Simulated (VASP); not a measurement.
Write the native input for VASP 6.6.1 that does the following.

| Item | Value |
| --- | --- |
| Task | single point |
| Functional | RPBE |
| Potentials or basis | VASP PAW PBE potentials, release 64 (Ga_d) |
| Cutoff | 520 eV |
| k mesh | 10 × 10 × 8 |
| Occupations | fermi-dirac, width 0.05 eV |
| Spin | no spin polarisation |
| Dipole correction | no |
| Further INCAR settings | ALGO = Fast; EDIFF = 1e-07; NBANDS = 20 |

The structure of Ga lies in POSCAR:

```
Ga
1.0
    1.3830000000     -4.0265000000      0.0000000000
    1.3830000000      4.0265000000      0.0000000000
   -0.1174474948      0.0000000000      3.3299294416
Ga
2
Direct
    0.1310000000      0.8690000000      0.7500000000
    0.8690000000      0.1310000000      0.2500000000
```

These files were run (other wordings do the same):

INCAR

```
SYSTEM = Ga
  ALGO = Fast
  EDIFF = 1E-7
  ENCUT = 520
  GGA = RP
  ISIF = 2
  ISMEAR = -1
  LASPH = .TRUE.
  LCHARG = .FALSE.
  LREAL = .FALSE.
  LWAVE = .FALSE.
  NBANDS = 20
  NELM = 80
  PREC = Accurate
  SIGMA = 0.05
```

KPOINTS

```
k-points
0
G
  10 10 8
  0 0 0
```

Potentials or basis: VASP PAW PBE potentials, release 64 (Ga_d).

Run with:

```bash
$ cat potpaw_PBE.64/Ga_d/POTCAR > POTCAR
$ mpirun -np 1 vasp_std > vasp.out
```

It gave:

```yaml
Pressure: 3.6 GPa
Largest_force: 0.211 eV/Å
Band_gap_on_the_k_mesh: zero (band 13 reaches 9.79 eV, above the bottom of band 14 at 1.38 eV)
```

Caveat: the PAW data sets were made with another functional, which shifts forces and pressure a little.

Run time: 2.6 min on 1 thread of Intel Xeon 6975P-C, on a shared host, peak memory 0.27 GiB.
